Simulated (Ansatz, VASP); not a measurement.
## Two plane-wave programs on AlIn

The input INCAR:

```
SYSTEM = AlIn
  ALGO = Fast
  EDIFF = 1E-6
  EDIFFG = -0.04
  ENCUT = 600
  GGA = PE
  IBRION = 2
  ISIF = 3
  ISMEAR = 0
  LASPH = .True.
  LCHARG = .False.
  LREAL = .False.
  LWAVE = .False.
  NELM = 80
  NSW = 90
  PREC = Accurate
  SIGMA = 0.1
```

File KPOINTS:

```
k-points
0
Gamma
  6 6 4
  0 0 0
```

POSCAR

```
AlIn
1.0
    3.1991470700      0.0000000000      0.0000000000
   -1.5995735300      2.7705426300      0.0000000000
    0.0000000000      0.0000000000      4.5082855200
Al In
1 1
Direct
    0.0000000000      0.0000000000      0.0000000000
    0.0000000000      0.0000000000      0.5000000000
```

Input for Ansatz:

```yaml
crystal:
  lattice:
    - [3.19914707, 0.0, 0.0]
    - [-1.59957353, 2.77054263, 0.0]
    - [0.0, 0.0, 4.50828552]
  atoms:
    - { symbol: Al, position: [0.0, 0.0, 0.0] }
    - { symbol: In, position: [0.0, 0.0, 0.5] }
basis:
  ecutwfc: 420
kpoints:
  mp_grid: { grid: [6, 6, 4] }
hamiltonian:
  xc: pbe
scf:
  occupations: { method: gaussian, width: 0.1 }
  lower_state_search: "off"
output:
  forces: true
  stress: true
  eigenvalues: true
relax:
  adjacent_minimum: "off"
  f_tol: 0.04
  max_steps: 70
  cell: { stress_tol: 0.4 }
```

Alike in both runs: task relaxation of cell and atoms; functional PBE; k mesh 6 × 6 × 4; occupations gaussian, width 0.1 eV; no spin polarisation.

|  | VASP | Ansatz |
| --- | --- | --- |
| version | VASP 6.6.1 | Ansatz 0.2.0 |
| potentials or method | VASP PAW PBE potentials, release 64 (Al, In_d), cutoff 600 eV | scalar-relativistic, plane waves, PAW |
| valence electrons in the cell | 16 | 16 |

```csv
,VASP,Ansatz,Ansatz less VASP
"gap on the k mesh at the Fermi level, each at its own relaxed structure (eV)",none,none,-
relaxed volume (Å³/atom),23.57,23.54,-0.025
relaxed length of the cell vector where the two differ most in proportion (Å),5.685,5.675,-0.0106
```

A gap of «none» marks a metal or a gap that the smearing closes.

The k mesh is coarse, so the values compare programs but aren't converged. Noted on VASP's run: the volume moved by over 15 % at a fixed basis, so the end points are rough.
